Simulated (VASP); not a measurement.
# CdTe (I-4m2) in VASP: further runs

Runs on CdTe. Level: LDA. Tasks: single point.

All numbers are computed with VASP 6.6.1; they aren't measurements. Logs are shortened: lines on timing, memory, paths and dates and some standing lists are left out, and cuts for length are marked.

### 1 The cell of the first run

It takes space group I-4m2 (No. 119, tetragonal). Conventional cell: a = 4.533 Å, b = 4.533 Å, c = 6.506 Å, α = 90.00°, β = 90.00°, γ = 90.00°. Cd (site symmetry -4m2) has 4 Te at 2.79 Å within 3.7 Å. Te (site symmetry -4m2) has 4 Cd at 2.79 Å within 3.7 Å.

### 2 Single point, LDA (strain +0.0150 x Voigt [0, 0, 1, 0, 0, 0])

File INCAR:

```
SYSTEM = CdTe
PREC = Accurate
ENCUT = 520
EDIFF = 1E-6
ISMEAR = 0
SIGMA = 0.05
LREAL = .False.
LASPH = .True.
NELM = 80
ALGO = Normal
ISIF = 2
LWAVE = .False.
LCHARG = .True.
GGA = CA
LELF = .True.
LVHAR = .True.
NBANDS = 16
```

File KPOINTS:

```
Automatic mesh
0
Gamma
  8 8 8
  0 0 0
```

File POSCAR:

```
CdTe
1.0
    0.0000000000      3.2050000000      3.2530750000
    3.2050000000      0.0000000000      3.2530750000
    3.2050000000      3.2050000000      0.0000000000
Cd Te
1 1
Direct
    0.0000000000      0.0000000000      0.0000000000
    0.7500000000      0.7500000000      0.7500000000
```

Potentials or basis: VASP PAW LDA potentials, release 64 (Cd, Te).

Command:

```sh
cat potpaw_LDA.64/Cd/POTCAR potpaw_LDA.64/Te/POTCAR > POTCAR
mpirun -np 1 vasp_std > vasp.out
```

OUTCAR:

```text
SYSTEM = CdTe
   PREC = Accurate
   ENCUT = 520
   EDIFF = 1E-6
   ISMEAR = 0
   LREAL = .False.
   LASPH = .True.
   NELM = 80
   ISIF = 2
   GGA = CA

 ion  position               nearest neighbor table
   1  0.000  0.000  0.000-   2 2.79   2 2.79   2 2.79   2 2.79
   2  0.750  0.750  0.750-   1 2.79   1 2.79   1 2.79   1 2.79

  LATTYP: Found a body centered tetragonal cell.
 ALAT       =     4.5325544674
 C/A-ratio  =     1.4354267658

  Lattice vectors:

 A1 = (  -3.2050000000,   0.0000000000,   3.2530750000)
 A2 = (   3.2050000000,   0.0000000000,   3.2530750000)
 A3 = (   0.0000000000,   3.2050000000,  -3.2530750000)

Analysis of symmetry for initial positions (statically):
=====================================================================
 Subroutine PRICEL returns:
 Original cell was already a primitive cell.

 Routine SETGRP: Setting up the symmetry group for a
 body centered tetragonal supercell.

 Subroutine GETGRP returns: Found  8 space group operations
 (whereof  8 operations were pure point group operations)
 out of a pool of 16 trial point group operations.

The static configuration has the point symmetry D_2d.

Analysis of symmetry for dynamics (positions and initial velocities):
=====================================================================
 Subroutine PRICEL returns:
 Original cell was already a primitive cell.

 Routine SETGRP: Setting up the symmetry group for a
 body centered tetragonal supercell.

 Subroutine GETGRP returns: Found  8 space group operations
 (whereof  8 operations were pure point group operations)
 out of a pool of 16 trial point group operations.

The dynamic configuration has the point symmetry D_2d.

 Subroutine INISYM returns: Found  8 space group operations
 (whereof  8 operations are pure point group operations),
 and found     1 'primitive' translations

----------------------------------------------------------------------------------------

                                     Primitive cell

  volume of cell :      66.8313

  direct lattice vectors                    reciprocal lattice vectors
     0.000000000  3.205000000  3.253075000    -0.156006240  0.156006240  0.153700729
     3.205000000  0.000000000  3.253075000     0.156006240 -0.156006240  0.153700729
     3.205000000  3.205000000  0.000000000     0.156006240  0.156006240 -0.153700729

  length of vectors
     4.566675153  4.566675153  4.532554467     0.268886237  0.268886237  0.268886237

  position of ions in fractional coordinates (direct lattice)
     0.000000000  0.000000000  0.000000000
     0.750000000  0.750000000  0.750000000

  ion indices of the primitive-cell ions
   primitive index   ion index
                 1           1
                 2           2

----------------------------------------------------------------------------------------

 KPOINTS: Automatic mesh

Automatic generation of k-mesh.
 Grid dimensions read from file:
 generate k-points for:    8    8    8

 Generating k-lattice:

  Cartesian coordinates                     Fractional coordinates (reciprocal lattice)
    -0.019500780  0.019500780  0.019212591     0.125000000  0.000000000  0.000000000
     0.019500780 -0.019500780  0.019212591     0.000000000  0.125000000  0.000000000
     0.019500780  0.019500780 -0.019212591     0.000000000  0.000000000  0.125000000

  Length of vectors
     0.033610780  0.033610780  0.033610780

  Shift w.r.t. Gamma in fractional coordinates (k-lattice)
     0.000000000  0.000000000  0.000000000

 Subroutine IBZKPT returns following result:
 ===========================================

 Found     59 irreducible k-points:

 Following reciprocal coordinates:
            Coordinates               Weight
  0.000000  0.000000  0.000000      1.000000
  0.125000  0.000000  0.000000      8.000000
  0.250000  0.000000  0.000000      8.000000
  0.375000 -0.000000  0.000000      8.000000
  0.500000  0.000000  0.000000      4.000000
  0.125000  0.125000  0.000000      2.000000
[... 16 lines left out ...]
  0.250000 -0.000000  0.125000     16.000000
  0.375000 -0.000000  0.125000     16.000000
 [... further k-points ...]
   k-points           NKPTS =     59   k-points in BZ     NKDIM =     59   number of bands    NBANDS=     16
   number of dos      NEDOS =    301   number of ions     NIONS =      2
   total plane-waves  NPLWV =  46656
   dimension x,y,z NGX =    36 NGY =   36 NGZ =   36
   dimension x,y,z NGXF=    72 NGYF=   72 NGZF=   72
   ions per type =               1   1
   NGX,Y,Z   is equivalent  to a cutoff of  13.11, 13.11, 13.20 a.u.
   NGXF,Y,Z  is equivalent  to a cutoff of  26.21, 26.21, 26.41 a.u.
 SYSTEM =  CdTe
   PREC   = accura    normal or accurate (medium, high low for compatibility)
   ISTART =      0    job   : 0-new  1-cont  2-samecut
   ICHARG =      2    charge: 1-file 2-atom 10-const
   ISPIN  =      1    spin polarized calculation?
   LNONCOLLINEAR =      F non collinear calculations
   LSORBIT =      F    spin-orbit coupling
   LASPH  =      T    aspherical Exc in radial PAW
   ENCUT  =  520.0 eV  38.22 Ry    6.18 a.u.   8.49  8.49  8.43*2*pi/ulx,y,z
   NELM   =     80;   NELMIN=  2; NELMDL= -5     # of ELM steps
   EDIFF  = 0.1E-05   stopping-criterion for ELM
   LREAL  =      F    real-space projection
   EDIFFG = 0.1E-04   stopping-criterion for IOM
   NSW    =      0    number of steps for IOM
   IBRION =     -1    ionic relax: 0-MD 1-quasi-New 2-CG
   NFREE  =      0    steps in history (QN), initial steepest desc. (CG)
   ISIF   =      2    stress and relaxation
   ISYM   =      2    0-nonsym 1-usesym 2-fastsym
   POTIM  = 0.5000    time-step for ionic-motion
   TEBEG  =    0.0;   TEEND  =   0.0 temperature during run
   PSTRESS=    0.0 pullay stress
   NELECT =      18.0000    total number of electrons
   NUPDOWN=      -1.0000    fix difference up-down
   EMIN   =  10.00;   EMAX   =-10.00  energy-range for DOS
   EFERMI =   0.00;   METHOD = LEGACY
   ISMEAR =     0;   SIGMA  =   0.05  broadening in eV -4-tet -1-fermi 0-gaus
   EFERMI_NEDOS =   21; number of points for ismear=-14 and -15
   IALGO  =     38    algorithm
   IMIX   =      4    mixing-type and parameters
     AMIX     =   0.40;   BMIX     =  1.00
     AMIX_MAG =   1.60;   BMIX_MAG =  1.00
  volume/ion in A,a.u.               =      33.42       225.50
  Fermi-wavevector in a.u.,A,eV,Ry     =   1.057237  1.997888 15.207908  1.117750
  Thomas-Fermi vector in A             =   2.192502
   LORBIT       =      0    0 simple, 1 ext, 2 COOP (PROOUT), +10 PAW based schemes
   GGA     = CA    functional components
   LHFCALC =     F    Hartree Fock is set to
   AEXX    =    0.0000 exact exchange contribution
   IVDW    =     0    specifies the selected vdW correction
   LEPSILON=     F    determine dielectric tensor
   LRPA    =     F    only Hartree local field effects (RPA)
 non-spin polarized calculation
 Gauss-broadening in eV      SIGMA  =   0.05
  energy-cutoff  :      520.00
  volume of cell :       66.83
 maximum number of plane-waves:      1836
 NGX is ok and might be reduce to    36
   NGX = 17   NGY = 17   NGZ = 17

 number of electron      17.9999995 magnetization

 Free energy of the ion-electron system (eV)
  ---------------------------------------------------
  ext. energy  EPLUGINS =         0.00000000
  ---------------------------------------------------
  free energy    TOTEN  =        -6.04973872 eV

  energy without entropy =       -6.04973872  energy(sigma->0) =       -6.04973872

 E-fermi :   2.5498     XC(G=0):  -9.0256

 val. band max:        2.3407979343   @ k =   0.0000   0.0000   0.0000
 cond. band min:       2.9303652546   @ k =   0.0000   0.0000   0.0000
 fundamental gap:      0.5895673203
 Fermi energy:         2.5498088988

 k-point     1 :       0.0000    0.0000    0.0000
  band No.  band energies     occupation
      1      -9.0220      2.00000
      2      -6.0333      2.00000
      3      -6.0298      2.00000
      4      -6.0298      2.00000
      5      -5.7550      2.00000
      6      -5.7516      2.00000
[... 8 lines left out ...]
     15      11.5798      0.00000
     16      11.7966      0.00000

 k-point     2 :       0.1250    0.0000    0.0000
  band No.  band energies     occupation
      1      -8.9603      2.00000
      2      -6.0205      2.00000
      3      -6.0180      2.00000
      4      -5.9857      2.00000
      5      -5.7558      2.00000
      6      -5.7530      2.00000
[... 8 lines left out ...]
     15      10.8417      0.00000
     16      10.9874      0.00000

 k-point     3 :       0.2500    0.0000    0.0000
  band No.  band energies     occupation
      1      -8.8101      2.00000
      2      -5.9944      2.00000
      3      -5.9915      2.00000
      4      -5.8311      2.00000
      5      -5.7543      2.00000
      6      -5.7535      2.00000
[... 8 lines left out ...]
     15      10.6978      0.00000
     16      10.7337      0.00000

 k-point     4 :       0.3750   -0.0000    0.0000
  band No.  band energies     occupation
      1      -8.6607      2.00000
      2      -5.9731      2.00000
      3      -5.9693      2.00000
      4      -5.7490      2.00000
      5      -5.7480      2.00000
      6      -5.5658      2.00000
[... 8 lines left out ...]
     15      11.4994      0.00000
     16      11.5409      0.00000

 k-point     5 :       0.5000    0.0000    0.0000
  band No.  band energies     occupation
      1      -8.5998      2.00000
      2      -5.9659      2.00000
      3      -5.9617      2.00000
      4      -5.7452      2.00000
      5      -5.7432      2.00000
      6      -5.3940      2.00000
[... 8 lines left out ...]
     15      12.5373      0.00000
     16      12.6284      0.00000

 k-point     6 :       0.1250    0.1250    0.0000
  band No.  band energies     occupation
      1      -8.9410      2.00000
      2      -6.0067      2.00000
      3      -6.0067      2.00000
      4      -5.9882      2.00000
      5      -5.7627      2.00000
      6      -5.7472      2.00000
[... 8 lines left out ...]
     15      10.6825      0.00000
     16      11.9263      0.00000

 k-point     7 :       0.2500    0.1250    0.0000
  band No.  band energies     occupation
      1      -8.8213      2.00000
      2      -5.9889      2.00000
      3      -5.9791      2.00000
      4      -5.8777      2.00000
      5      -5.7615      2.00000
      6      -5.7439      2.00000
[... 8 lines left out ...]
     15      11.5206      0.00000
     16      11.6273      0.00000

 k-point     8 :       0.3750    0.1250    0.0000
  band No.  band energies     occupation
      1      -8.6722      2.00000
      2      -5.9691      2.00000
      3      -5.9545      2.00000
      4      -5.7775      2.00000
      5      -5.7413      2.00000
      6      -5.6180      2.00000
[... 8 lines left out ...]
     15      11.3798      0.00000
     16      12.0766      0.00000

 k-point     9 :       0.5000    0.1250    0.0000
  band No.  band energies     occupation
      1      -8.5823      2.00000
      2      -5.9578      2.00000
      3      -5.9456      2.00000
      4      -5.7588      2.00000
      5      -5.7434      2.00000
      6      -5.3828      2.00000
[... 8 lines left out ...]
     15      12.0450      0.00000
     16      12.6026      0.00000
[... 172 lines left out ...]
 k-point    19 :       0.5000    0.3750    0.0000
  band No.  band energies     occupation
      1      -8.4943      2.00000
      2      -5.8915      2.00000
      3      -5.8703      2.00000
      4      -5.8348      2.00000
      5      -5.7274      2.00000
      6      -5.2973      2.00000
[... 8 lines left out ...]
     15      13.0934      0.00000
     16      13.7720      0.00000

 k-point    20 :      -0.3750    0.3750    0.0000
  band No.  band energies     occupation
      1      -8.4858      2.00000
      2      -5.9128      2.00000
      3      -5.8824      2.00000
      4      -5.8023      2.00000
      5      -5.7400      2.00000
      6      -5.2099      2.00000
[... 8 lines left out ...]
     15      11.9522      0.00000
     16      14.5257      0.00000

 k-point    21 :       0.5000    0.5000    0.0000
  band No.  band energies     occupation
      1      -8.4754      2.00000
      2      -5.8668      2.00000
      3      -5.8561      2.00000
      4      -5.8561      2.00000
      5      -5.7215      2.00000
      6      -5.2693      2.00000
[... 8 lines left out ...]
     15      13.1721      0.00000
     16      13.8631      0.00000

 k-point    22 :       0.1250    0.0000    0.1250
  band No.  band energies     occupation
      1      -8.9392      2.00000
      2      -6.0105      2.00000
      3      -6.0063      2.00000
      4      -5.9851      2.00000
      5      -5.7593      2.00000
      6      -5.7492      2.00000
[... 8 lines left out ...]
     15      10.7578      0.00000
     16      11.7638      0.00000

 k-point    23 :       0.2500   -0.0000    0.1250
  band No.  band energies     occupation
      1      -8.8184      2.00000
      2      -5.9892      2.00000
      3      -5.9804      2.00000
      4      -5.8787      2.00000
      5      -5.7554      2.00000
      6      -5.7449      2.00000
[... 8 lines left out ...]
     15      11.4722      0.00000
     16      11.6104      0.00000

 k-point    24 :       0.3750   -0.0000    0.1250
  band No.  band energies     occupation
      1      -8.6696      2.00000
      2      -5.9679      2.00000
      3      -5.9563      2.00000
      4      -5.7817      2.00000
      5      -5.7411      2.00000
      6      -5.6092      2.00000
[... 8 lines left out ...]
     15      11.4112      0.00000
     16      12.1051      0.00000

 [... further k-points ...]

------------------------ aborting loop because EDIFF is reached ----------------------------------------

  FORCE on cell =-STRESS in cart. coord.  units (eV):
  Direction    XX          YY          ZZ          XY          YZ          ZX
  --------------------------------------------------------------------------------------
  -------------------------------------------------------------------------------------
  Total       -0.1436153     -0.1436153     -0.2631533      0.0000000     -0.0000000      0.0000000
  in kB       -3.4429541     -3.4429541     -6.3086920      0.0000000     -0.0000000      0.0000000
  external PRESSURE =      -4.3982000 kB  Pullay stress =       0.0000000 kB

 VOLUME and BASIS-vectors are now :
 -----------------------------------------------------------------------------
  energy-cutoff  :      520.00
  volume of cell :       66.83
      direct lattice vectors                 reciprocal lattice vectors
     0.000000000  3.205000000  3.253075000    -0.156006240  0.156006240  0.153700729
     3.205000000  0.000000000  3.253075000     0.156006240 -0.156006240  0.153700729
     3.205000000  3.205000000  0.000000000     0.156006240  0.156006240 -0.153700729

 POSITION                                       TOTAL-FORCE (eV/Angst)
 -----------------------------------------------------------------------------------
      0.00000      0.00000      0.00000        -0.000000     -0.000000     -0.000000
      4.80750      4.80750      4.87961         0.000000      0.000000      0.000000
 -----------------------------------------------------------------------------------
    total drift:                               -0.000000     -0.000000      0.000000

  FREE ENERGIE OF THE ION-ELECTRON SYSTEM (eV)
  ---------------------------------------------------
  free  energy   TOTEN  =        -6.0497387236 eV

  energy  without entropy=       -6.0497387236  energy(sigma->0) =       -6.04973872
```

Run time: 99 s. Hardware: 1 thread of Intel Xeon 8259CL, shared host; peak memory 0.22 GiB.

What came out:

```yaml
Free_energy: -6.0497 eV
Pressure: -0.4 GPa
Band_gap_on_the_k_mesh: 0.59 eV
```

Stress tensor (GPa, compression positive):
```
-0.34  0.00  0.00
 0.00 -0.34  0.00
 0.00  0.00 -0.63
```

Caveat: the cell differs from its parent crystal (strain +0.0150 x Voigt [0, 0, 1, 0, 0, 0]); spin-orbit coupling is left out, which moves the levels of the heavy elements.

[end of part 1 of 2]
